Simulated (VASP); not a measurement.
**Zn: relaxation of cell and atoms with PBE**

Crystal: Zn.

```
CELL_PARAMETERS angstrom
1.55763 -4.94114 0.00000
1.55763 4.94114 0.00000
0.00000 0.00000 4.12232
ATOMIC_POSITIONS crystal
Zn 0.09800 0.90200 0.91000
Zn 0.59800 0.40200 0.59000
Zn 0.90200 0.09800 0.09000
Zn 0.40200 0.59800 0.41000
```

| Quantity | Value |
| --- | --- |
| Program | VASP 6.6.1 |
| Task | relaxation of cell and atoms |
| Functional | PBE |
| Potentials or basis | VASP PAW PBE potentials, release 64 (Zn) |
| Cutoff | 600 eV |
| k mesh | 6 × 6 × 4 |
| Occupations | gaussian, width 0.1 eV |
| Spin | no spin polarisation |
| Dipole correction | no |
| Further INCAR settings | ALGO = Normal; EDIFF = 1e-06; IBRION = 2; EDIFFG = -0.04; NSW = 90; ISIF = 3 |

```
Relaxed volume                         : 16.44 Å³/atom
Relaxed cell                           : a = 5.418 Å, b = 5.418 Å, c = 4.211 Å, α = 90.00°, β = 90.00°, γ = 147.86°
Space group after relaxing (to 0.05 Å) : Fmmm (No. 69)
Energy gained by relaxing              : 1450.6 meV/atom
Ionic steps                            : 21
Pressure after relaxing                : -0.1 GPa
Largest force after relaxing           : 0.026 eV/Å
Band gap on the k mesh                 : zero (band 24 reaches 4.78 eV, above the bottom of band 25 at 1.67 eV)
```

Forces on the atoms (eV/Å):
```
Zn   0.000 -0.009 -0.024
Zn   0.000 -0.009  0.024
Zn   0.000  0.009  0.024
Zn   0.000  0.009 -0.024
```

Stress tensor (GPa, compression positive):
```
 0.25  0.00  0.00
 0.00 -0.17  0.00
 0.00  0.00 -0.30
```

Step by step:
```tsv
step	energy change (eV)	largest force (eV/Å)	pressure (GPa)	volume (Å³)
1	0.0000	6.4094	45.71	63.45
2	-3.9237	0.0928	-5.50	114.60
3	-4.5022	0.7344	-2.52	90.32
4	-4.5004	0.7711	-2.13	89.72
5	-4.6571	0.8186	-2.35	86.27
6	-5.1808	0.9099	-2.62	76.44
7	-5.4059	0.8090	10.63	59.05
8	-5.5266	0.8542	0.98	67.40
9	-5.5597	0.7901	4.78	62.97
10	-5.6317	0.4823	4.17	62.74
11	-5.6349	0.4570	4.13	62.68
12	-5.6995	0.3088	1.32	64.94
13	-5.7174	0.1933	-0.91	67.15
14	-5.7275	0.1435	-0.57	66.81
15	-5.7400	0.0634	-0.22	66.26
16	-5.7486	0.1255	0.64	65.16
17	-5.7491	0.0761	0.26	65.44
18	-5.7604	0.0775	0.21	65.46
19	-5.7941	0.1377	0.13	65.43
20	-5.7947	0.1453	0.16	65.40
21	-5.8023	0.0259	-0.07	65.76
```

Final structure:
```cif
data_structure
_symmetry_space_group_name_H-M 'P 1'
_symmetry_Int_Tables_number 1
_cell_length_a 5.4184
_cell_length_b 5.4184
_cell_length_c 4.2107
_cell_angle_alpha 90.000
_cell_angle_beta 90.000
_cell_angle_gamma 147.863
_cell_volume 65.76
loop_
_atom_site_label
_atom_site_type_symbol
_atom_site_fract_x
_atom_site_fract_y
_atom_site_fract_z
_atom_site_occupancy
Zn1 Zn 0.13181 0.86819 0.00063 1
Zn2 Zn 0.63181 0.36819 0.49937 1
Zn3 Zn 0.86819 0.13181 0.99937 1
Zn4 Zn 0.36819 0.63181 0.50063 1
```

Levels at points of the mesh, in eV from the Fermi level:
```tsv
k point	band 22	band 23	band 24	band 25	band 26	band 27
(0.00, 0.00, 0.00)	-3.43	-3.35	-1.54	0.56	2.68	4.39
(0.50, 0.00, 0.00)	-4.61	-1.80	-1.80	3.80	3.80	4.15
(0.50, 0.50, 0.00)	-6.68	-0.25	0.46	1.35	1.82	3.37
(0.00, 0.00, 0.50)	-7.11	-1.95	-1.95	-0.64	-0.64	10.06
(0.50, 0.00, 0.50)	-2.73	-2.11	-2.11	-0.36	-0.36	1.27
(0.50, 0.50, 0.50)	-5.98	-5.43	-5.43	5.56	5.56	6.06
```

Wall time 29 min on 1 thread of Intel(R) Xeon(R) Platinum 8259CL CPU @ 2.50GHz (Skylake/Cascade Lake), with other jobs on the host, peak memory 0.28 GiB.

Caveat: the k points lie up to 0.37 Å⁻¹ apart in the final cell.
